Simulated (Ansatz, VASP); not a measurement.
**Two plane-wave programs on Ge2Sb2Se**

```xyz
5
Lattice="4.0136 0.0000 0.0000 -2.0068 3.4758 0.0000 0.0000 0.0000 8.8984" Properties=species:S:1:pos:R:3 pbc="T T T"
Ge    0.0000    2.3172    1.6716
Ge    2.0068    1.1586    7.2268
Sb    0.0000    2.3172    5.5007
Sb    2.0068    1.1586    3.3977
Se    0.0000    0.0000    0.0000
```

Change from the starting cell: species swapped into the YbZn2As2 type (P-3m1, No. 164).

Alike in both runs: functional PBE; k mesh 12 × 12 × 4; occupations gaussian, width 0.1 eV; no spin polarisation.

Ansatz relaxed the structure, and its values are those at the end. VASP's run is a single point on that final structure, the one shown.

|  | VASP | Ansatz |
| --- | --- | --- |
| version | VASP 6.6.1 | Ansatz 0.2.0 |
| potentials or method | VASP PAW PBE potentials, release 64 (Ge_d, Sb, Se), cutoff 520 eV | scalar-relativistic, plane waves, PAW |
| valence electrons in the cell | 44 | 74 |

```csv
,VASP,Ansatz,Ansatz less VASP
gap on the k mesh at the Fermi level (eV),none,none,-
pressure (GPa),0.0,0.0,+0.02
```

A gap of «none» marks a metal or a gap that the smearing closes. VASP's potentials hold 44 valence electrons a cell and Ansatz's 74, so a difference there can come from the potentials and not from the codes.

Neither program's run includes spin-orbit coupling.
